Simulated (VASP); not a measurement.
# LiCl (I-4m2) in VASP: settings compared

The runs below take LiCl through single point, with PBE, HSE06.

Everything below comes from runs of VASP 6.6.1. Logs are shortened: lines on timing, memory, paths and dates and some standing lists are left out, and cuts for length are marked.

## Step 1: The cell of the first run

It takes space group I-4m2 (No. 119, tetragonal). Conventional cell: a = 4.089 Å, b = 4.089 Å, c = 4.954 Å, α = 90.00°, β = 90.00°, γ = 90.00°. Within 3.2 Å of Li (site symmetry -4m2) lie 4 Cl at 2.39 Å. Cl (site symmetry -4m2) has 4 Li at 2.39 Å within 3.2 Å.

## Step 2: Single point, PBE (epitaxial xy strain +5.8%)

Input file INCAR:

```
  PREC = Accurate
  ENCUT = 520
  EDIFF = 1E-6
  ISMEAR = -1
  SIGMA = 0.02
  LREAL = False
  LASPH = True
  NELM = 100
  ALGO = Normal
  ISIF = 2
  LWAVE = False
  LCHARG = False
  GGA = PE
  NBANDS = 12
```

Input file KPOINTS:

```
regular mesh
0
Gamma
  8 8 8
```

Input file POSCAR:

```
LiCl
1.0
    0.0000000000      2.8915590114      2.4768618153
    2.8915590114      0.0000000000      2.4768618153
    2.8915590114      2.8915590114      0.0000000000
Li Cl
1 1
Direct
    0.0000000000      0.0000000000      0.0000000000
    0.2500000000      0.2500000000      0.2500000000
```

Potentials or basis: VASP PAW PBE potentials, release 64 (Li_sv, Cl).

Command:

```console
cat potpaw_PBE.64/Li_sv/POTCAR potpaw_PBE.64/Cl/POTCAR > POTCAR
mpirun -np 1 vasp_std > vasp.out
```

OUTCAR:

```text
PREC = Accurate
   ENCUT = 520
   EDIFF = 1E-6
   ISMEAR = -1
   LREAL = False
   LASPH = True
   NELM = 100
   ISIF = 2
   GGA = PE

 ion  position               nearest neighbor table
   1  0.000  0.000  0.000-   2 2.39   2 2.39   2 2.39   2 2.39
   2  0.250  0.250  0.250-   1 2.39   1 2.39   1 2.39   1 2.39

  LATTYP: Found a body centered tetragonal cell.
 ALAT       =     4.0892819703
 C/A-ratio  =     1.2113920406

  Lattice vectors:

 A1 = (   0.0000000000,  -2.8915590114,  -2.4768618153)
 A2 = (   0.0000000000,   2.8915590114,  -2.4768618153)
 A3 = (   2.8915590114,   0.0000000000,   2.4768618153)

Analysis of symmetry for initial positions (statically):
=====================================================================
 Subroutine PRICEL returns:
 Original cell was already a primitive cell.

 Routine SETGRP: Setting up the symmetry group for a
 body centered tetragonal supercell.

 Subroutine GETGRP returns: Found  8 space group operations
 (whereof  8 operations were pure point group operations)
 out of a pool of 16 trial point group operations.

The static configuration has the point symmetry D_2d.

Analysis of symmetry for dynamics (positions and initial velocities):
=====================================================================
 Subroutine PRICEL returns:
 Original cell was already a primitive cell.

 Routine SETGRP: Setting up the symmetry group for a
 body centered tetragonal supercell.

 Subroutine GETGRP returns: Found  8 space group operations
 (whereof  8 operations were pure point group operations)
 out of a pool of 16 trial point group operations.

The dynamic configuration has the point symmetry D_2d.

 Subroutine INISYM returns: Found  8 space group operations
 (whereof  8 operations are pure point group operations),
 and found     1 'primitive' translations

----------------------------------------------------------------------------------------

                                     Primitive cell

  volume of cell :      41.4186

  direct lattice vectors                    reciprocal lattice vectors
     0.000000000  2.891559011  2.476861815    -0.172917100  0.172917100  0.201868347
     2.891559011  0.000000000  2.476861815     0.172917100 -0.172917100  0.201868347
     2.891559011  2.891559011  0.000000000     0.172917100  0.172917100 -0.201868347

  length of vectors
     3.807355771  3.807355771  4.089281970     0.317098528  0.317098528  0.317098528

  position of ions in fractional coordinates (direct lattice)
     0.000000000  0.000000000  0.000000000
     0.250000000  0.250000000  0.250000000

  ion indices of the primitive-cell ions
   primitive index   ion index
                 1           1
                 2           2

----------------------------------------------------------------------------------------

 KPOINTS: regular mesh

Automatic generation of k-mesh.
 Grid dimensions read from file:
 generate k-points for:    8    8    8

 Generating k-lattice:

  Cartesian coordinates                     Fractional coordinates (reciprocal lattice)
    -0.021614638  0.021614638  0.025233543     0.125000000  0.000000000  0.000000000
     0.021614638 -0.021614638  0.025233543     0.000000000  0.125000000  0.000000000
     0.021614638  0.021614638 -0.025233543     0.000000000  0.000000000  0.125000000

  Length of vectors
     0.039637316  0.039637316  0.039637316

  Shift w.r.t. Gamma in fractional coordinates (k-lattice)
     0.000000000  0.000000000  0.000000000

 Subroutine IBZKPT returns following result:
 ===========================================

 Found     59 irreducible k-points:

 Following reciprocal coordinates:
            Coordinates               Weight
  0.000000  0.000000  0.000000      1.000000
  0.125000 -0.000000  0.000000      8.000000
  0.250000 -0.000000  0.000000      8.000000
  0.375000  0.000000  0.000000      8.000000
  0.500000 -0.000000  0.000000      4.000000
  0.125000  0.125000  0.000000      2.000000
[... 16 lines left out ...]
  0.250000 -0.000000  0.125000     16.000000
  0.375000  0.000000  0.125000     16.000000
 [... further k-points ...]
   k-points           NKPTS =     59   k-points in BZ     NKDIM =     59   number of bands    NBANDS=     12
   number of dos      NEDOS =    301   number of ions     NIONS =      2
   total plane-waves  NPLWV =  23520
   dimension x,y,z NGX =    28 NGY =   28 NGZ =   30
   dimension x,y,z NGXF=    56 NGYF=   56 NGZF=   60
   ions per type =               1   1
   NGX,Y,Z   is equivalent  to a cutoff of  12.23, 12.23, 12.20 a.u.
   NGXF,Y,Z  is equivalent  to a cutoff of  24.45, 24.45, 24.39 a.u.
 SYSTEM =  unknown system
   PREC   = accura    normal or accurate (medium, high low for compatibility)
   ISTART =      0    job   : 0-new  1-cont  2-samecut
   ICHARG =      2    charge: 1-file 2-atom 10-const
   ISPIN  =      1    spin polarized calculation?
   LNONCOLLINEAR =      F non collinear calculations
   LSORBIT =      F    spin-orbit coupling
   LASPH  =      T    aspherical Exc in radial PAW
   ENCUT  =  520.0 eV  38.22 Ry    6.18 a.u.   7.08  7.08  7.60*2*pi/ulx,y,z
   NELM   =    100;   NELMIN=  2; NELMDL= -5     # of ELM steps
   EDIFF  = 0.1E-05   stopping-criterion for ELM
   LREAL  =      F    real-space projection
[... 7 lines left out ...]
   TEBEG  =    0.0;   TEEND  =   0.0 temperature during run
   PSTRESS=    0.0 pullay stress
   NELECT =      10.0000    total number of electrons
   NUPDOWN=      -1.0000    fix difference up-down
   EMIN   =  10.00;   EMAX   =-10.00  energy-range for DOS
   EFERMI =   0.00;   METHOD = LEGACY
   ISMEAR =    -1;   SIGMA  =   0.02  broadening in eV -4-tet -1-fermi 0-gaus
   EFERMI_NEDOS =   21; number of points for ismear=-14 and -15
   IALGO  =     38    algorithm
   IMIX   =      4    mixing-type and parameters
     AMIX     =   0.40;   BMIX     =  1.00
     AMIX_MAG =   1.60;   BMIX_MAG =  1.00
  volume/ion in A,a.u.               =      20.71       139.75
  Fermi-wavevector in a.u.,A,eV,Ry     =   1.019396  1.926379 14.138738  1.039168
  Thomas-Fermi vector in A             =   2.152907
   LORBIT       =      0    0 simple, 1 ext, 2 COOP (PROOUT), +10 PAW based schemes
   GGA     = PE    functional components
   LHFCALC =     F    Hartree Fock is set to
   AEXX    =    0.0000 exact exchange contribution
   IVDW    =     0    specifies the selected vdW correction
   LEPSILON=     F    determine dielectric tensor
   LRPA    =     F    only Hartree local field effects (RPA)
 non-spin polarized calculation
  energy-cutoff  :      520.00
  volume of cell :       41.42
 maximum number of plane-waves:      1130
   NGX = 15   NGY = 15   NGZ = 15

 number of electron      10.0000000 magnetization

 Free energy of the ion-electron system (eV)
  ---------------------------------------------------
  ext. energy  EPLUGINS =         0.00000000
  ---------------------------------------------------
  free energy    TOTEN  =        -7.41291322 eV

  energy without entropy =       -7.41291322  energy(sigma->0) =       -7.41291322

 E-fermi :  -0.5575     XC(G=0):  -7.6828

 val. band max:       -1.0640127834   @ k =   0.0000   0.0000   0.0000
 cond. band min:       4.7698163316   @ k =   0.0000   0.0000   0.0000
 fundamental gap:      5.8338291150
 Fermi energy:        -0.5575164167

 k-point     1 :       0.0000    0.0000    0.0000
  band No.  band energies     occupation
      1     -44.1377      2.00000
      2     -13.9000      2.00000
      3      -1.2560      2.00000
      4      -1.2560      2.00000
      5      -1.0640      2.00000
      6       4.7698      0.00000
      7       9.0248      0.00000
      8       9.0249      0.00000
      9       9.2104      0.00000
     10      12.1016      0.00000
     11      13.8317      0.00000
     12      15.4005      0.00000

 k-point     2 :       0.1250   -0.0000    0.0000
  band No.  band energies     occupation
      1     -44.1375      2.00000
      2     -13.8593      2.00000
      3      -1.5624      2.00000
      4      -1.3287      2.00000
      5      -1.1422      2.00000
      6       5.1824      0.00000
      7       9.0486      0.00000
      8       9.1092      0.00000
      9       9.4092      0.00000
     10      11.8816      0.00000
     11      13.1658      0.00000
     12      15.9040      0.00000

 k-point     3 :       0.2500   -0.0000    0.0000
  band No.  band energies     occupation
      1     -44.1371      2.00000
      2     -13.7576      2.00000
      3      -2.3002      2.00000
      4      -1.4949      2.00000
      5      -1.1989      2.00000
      6       6.0407      0.00000
      7       8.9937      0.00000
      8       9.0023      0.00000
      9       9.9668      0.00000
     10      12.3253      0.00000
     11      12.8426      0.00000
     12      15.4105      0.00000

 k-point     4 :       0.3750    0.0000    0.0000
  band No.  band energies     occupation
      1     -44.1366      2.00000
      2     -13.6507      2.00000
      3      -2.9363      2.00000
      4      -1.6499      2.00000
      5      -1.2420      2.00000
      6       6.7173      0.00000
      7       8.6627      0.00000
      8       9.1691      0.00000
      9      10.2764      0.00000
     10      13.3108      0.00000
     11      13.8564      0.00000
     12      15.2898      0.00000

 k-point     5 :       0.5000   -0.0000    0.0000
  band No.  band energies     occupation
      1     -44.1364      2.00000
      2     -13.6048      2.00000
      3      -3.1786      2.00000
      4      -1.7112      2.00000
      5      -1.2588      2.00000
      6       6.9152      0.00000
      7       8.5133      0.00000
      8       9.5327      0.00000
      9      10.0975      0.00000
     10      13.8920      0.00000
     11      15.2707      0.00000
     12      15.4808      0.00000
[... 228 lines left out ...]
      1     -44.1356      2.00000
      2     -13.4230      2.00000
      3      -2.5559      2.00000
      4      -2.3463      2.00000
      5      -2.3463      2.00000
      6       5.3857      0.00000
      7       7.9214      0.00000
      8      12.2884      0.00000
      9      12.2884      0.00000
     10      13.3973      0.00000
     11      15.5449      0.00000
     12      15.6655      0.00000

 k-point    22 :       0.1250    0.0000    0.1250
  band No.  band energies     occupation
      1     -44.1375      2.00000
      2     -13.8535      2.00000
      3      -1.5770      2.00000
      4      -1.3359      2.00000
      5      -1.1963      2.00000
      6       5.2312      0.00000
      7       9.0103      0.00000
      8       9.2613      0.00000
      9       9.6560      0.00000
     10      11.0616      0.00000
     11      13.4008      0.00000
     12      15.9776      0.00000

 k-point    23 :       0.2500   -0.0000    0.1250
  band No.  band energies     occupation
      1     -44.1372      2.00000
      2     -13.7779      2.00000
      3      -2.0775      2.00000
      4      -1.4669      2.00000
      5      -1.3115      2.00000
      6       5.8739      0.00000
      7       9.0595      0.00000
      8       9.1941      0.00000
      9       9.9968      0.00000
     10      11.1215      0.00000
     11      13.3843      0.00000
     12      16.4690      0.00000

 k-point    24 :       0.3750    0.0000    0.1250
  band No.  band energies     occupation
      1     -44.1367      2.00000
      2     -13.6725      2.00000
      3      -2.6913      2.00000
      4      -1.6698      2.00000
      5      -1.3778      2.00000
      6       6.7188      0.00000
      7       8.4916      0.00000
      8       9.2715      0.00000
      9      10.4441      0.00000
     10      12.4167      0.00000
     11      13.8490      0.00000
     12      15.6633      0.00000

 [... further k-points ...]

------------------------ aborting loop because EDIFF is reached ----------------------------------------

  FORCE on cell =-STRESS in cart. coord.  units (eV):
  Direction    XX          YY          ZZ          XY          YZ          ZX
  --------------------------------------------------------------------------------------
  -------------------------------------------------------------------------------------
  Total       -0.0754891     -0.0754891      0.1574190      0.0000000      0.0000000      0.0000000
  in kB       -2.9201068     -2.9201068      6.0893611      0.0000000      0.0000000      0.0000000
  external PRESSURE =       0.0830491 kB  Pullay stress =       0.0000000 kB

 VOLUME and BASIS-vectors are now :
 -----------------------------------------------------------------------------
  energy-cutoff  :      520.00
  volume of cell :       41.42
      direct lattice vectors                 reciprocal lattice vectors
     0.000000000  2.891559011  2.476861815    -0.172917100  0.172917100  0.201868347
     2.891559011  0.000000000  2.476861815     0.172917100 -0.172917100  0.201868347
     2.891559011  2.891559011  0.000000000     0.172917100  0.172917100 -0.201868347

 POSITION                                       TOTAL-FORCE (eV/Angst)
 -----------------------------------------------------------------------------------
      0.00000      0.00000      0.00000         0.000000      0.000000      0.000000
      1.44578      1.44578      1.23843        -0.000000     -0.000000     -0.000000
 -----------------------------------------------------------------------------------
    total drift:                                0.000001      0.000001     -0.000000

  FREE ENERGIE OF THE ION-ELECTRON SYSTEM (eV)
  ---------------------------------------------------
  free  energy   TOTEN  =        -7.4129132188 eV

  energy  without entropy=       -7.4129132188  energy(sigma->0) =       -7.41291322
```

It took 20 s on 1 thread of Intel Xeon 6975P-C (Granite Rapids), shared host; peak memory 0.17 GiB.

Results:

```yaml
Free_energy: -7.4129 eV
Band_gap_on_the_k_mesh: 5.83 eV
```

Caveat: the cell differs from its parent crystal (epitaxial xy strain +5.8%); the cutoff is under 1.25 times the usual one of these potentials, so pressure, stress and relaxed cells hold a basis-set (Pulay) error. A k mesh can miss the band edges.

## Step 3: Single point, HSE06 (epitaxial xy strain +5.8%)

POSCAR is that of step 2.

Input file INCAR.step1:

```
PREC = Accurate
ENCUT = 520
EDIFF = 1E-5
ISMEAR = 0
SIGMA = 0.01
LREAL = F
LASPH = T
NELM = 100
ALGO = Normal
ISIF = 2
LWAVE = T
LCHARG = F
NBANDS = 12
GGA = PE
```

Input file INCAR.step2:

```
PREC = Accurate
ENCUT = 520
EDIFF = 1E-6
ISMEAR = 0
SIGMA = 0.01
LREAL = F
LASPH = T
NELM = 100
ALGO = Normal
ISIF = 2
LWAVE = F
LCHARG = F
GGA = PE
LHFCALC = T
HFSCREEN = 0.2079
PRECFOCK = Normal
NBANDS = 12
ISTART = 1
```

Input file KPOINTS:

```
regular mesh
0
Gamma
  6 6 6
```

Potentials or basis: VASP PAW PBE potentials, release 64 (Li_sv, Cl).

Command:

```console
cat potpaw_PBE.64/Li_sv/POTCAR potpaw_PBE.64/Cl/POTCAR > POTCAR
cp INCAR.step1 INCAR
mpirun -np 1 vasp_std > vasp.out
cp INCAR.step2 INCAR
mpirun -np 1 vasp_std > vasp.out
```

Run time: 9 min. Hardware: 1 thread of Intel Xeon 6975P-C (Granite Rapids), shared host; peak memory 0.28 GiB.

It converged, with:

| Quantity | Value |
| --- | --- |
| Free energy | -8.4784 eV |
| Band gap on the k mesh | 7.16 eV |

Levels at points of the mesh, in eV from the valence-band top:
```csv
k point,band 2,band 3,band 4,band 5,band 6,band 7,band 8,band 9
"(0.00, 0.00, 0.00)",-14.04,-0.20,-0.20,0.00,7.16,11.63,11.63,11.83
"(0.50, 0.00, 0.00)",-13.71,-2.26,-0.68,-0.20,9.38,11.05,12.08,12.74
"(0.50, 0.50, 0.00)",-13.51,-1.61,-1.36,-1.36,7.74,10.38,15.05,15.05
"(0.50, 0.00, 0.50)",-13.67,-2.00,-0.88,-0.71,7.93,11.24,14.22,14.70
```

Caveat: the cell differs from its parent crystal (epitaxial xy strain +5.8%); the cutoff is under 1.25 times the usual one of these potentials, so pressure, stress and relaxed cells hold a basis-set (Pulay) error; the PAW data sets were made with another functional, which shifts forces and pressure a little.
